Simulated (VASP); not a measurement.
The system is Hf.

```
Hf
1.0
     0.00000    2.22000    2.22000
     2.22000    0.00000    2.22000
     2.22000    2.22000    0.00000
Hf
1
Direct
  0.00000 0.00000 0.00000
```

```yaml
Program: VASP 6.6.1
Task: relaxation of cell and atoms
Functional: PBE
Potentials_or_basis: VASP PAW PBE potentials, release 64 (Hf_pv)
Cutoff: 600 eV
k_mesh: 10 × 10 × 10
Occupations: fermi-dirac, width 0.05 eV
Spin: no spin polarisation
```

At the start: pressure 2.6 GPa; volume 21.88 Å³/atom.

Q: How do energy, volume and symmetry change on relaxing?

A: Over 3 steps the energy falls by 4.3 meV/atom and the volume is 22.44 Å³/atom (+2.6 %); space group Fm-3m (No. 225, to 0.05 Å).

The path:
```tsv
step	energy change (eV)	largest force (eV/Å)	pressure (GPa)	volume (Å³)
1	0.0000	0.0000	2.59	21.88
2	0.0007	0.0000	-3.00	23.02
3	-0.0043	0.0000	-0.04	22.44
```

Final structure:
```
CELL_PARAMETERS angstrom
0.00000 2.23884 2.23884
2.23884 0.00000 2.23884
2.23884 2.23884 0.00000
ATOMIC_POSITIONS crystal
Hf 0.00000 0.00000 0.00000
```
